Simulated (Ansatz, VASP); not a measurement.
# Two plane-wave programs on K2S

```
K S
1.0
     0.00000    3.70272    3.70272
     3.70272    0.00000    3.70272
     3.70272    3.70272    0.00000
K S
2 1
Direct
  0.25000 0.25000 0.25000
  0.75000 0.75000 0.75000
  0.00000 0.00000 0.00000
```

Alike in both runs: task single point; functional r2SCAN; k mesh 4 × 4 × 4; no spin polarisation.

|  | VASP | Ansatz |
| --- | --- | --- |
| version | VASP 6.6.1 | Ansatz 0.2.0 |
| potentials or method | VASP PAW PBE potentials, release 64 (K_sv, S) | plane waves, PAW |
| plane-wave cutoff (eV) | 550 | 500 |
| occupations | gaussian, width 0.01 eV | fixed |
| valence electrons in the cell | 24 | 24 |

Ansatz gave:

* gap on the k mesh at the Fermi level (eV): 2.75

**Question.** What did VASP give for the same quantities?

**Answer.** gap on the k mesh at the Fermi level (eV): 2.76.

VASP's potentials were made for PBE, not for r2SCAN.
